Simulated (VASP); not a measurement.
Here is a VASP 6.6.1 calculation.

Contents of INCAR:

```
PREC = Accurate
ENCUT = 520
EDIFF = 1E-6
ISMEAR = -1
SIGMA = 0.05
LREAL = False
LASPH = True
NELM = 80
ALGO = Normal
ISIF = 2
LWAVE = False
LCHARG = True
LELF = True
LVHAR = True
NBANDS = 12
```

The input KPOINTS:

```
Automatic mesh
0
Gamma
  9 9 5
```

POSCAR

```
Sb
1.0
    3.4203242672      0.0000000000      0.0000000000
   -1.7101621336      2.9620877046      0.0000000000
    0.0000000000      0.0000000000      5.5774459394
Sb
2
Direct
    0.6666666667      0.3333333333      0.7500000000
    0.3333333333      0.6666666667      0.2500000000
```

Potentials or basis: VASP PAW LDA potentials, release 64 (Sb).

Run with:

```sh
$ cat potpaw_LDA.64/Sb/POTCAR > POTCAR
$ mpirun -np 1 vasp_std > vasp.out
```

**Question.** What does it give for the pressure?

**Answer.** -5.7 GPa.

**Question.** What does it give for the band gap on the k mesh?

**Answer.** Zero (band 5 reaches 11.56 eV, above the bottom of band 6 at 5.24 eV).

Stress tensor (GPa, compression positive):
```
-5.57  0.00  0.00
 0.00 -5.57  0.00
 0.00  0.00 -5.91
```

Caveat: spin-orbit coupling is left out, which moves the levels of the heavy elements.
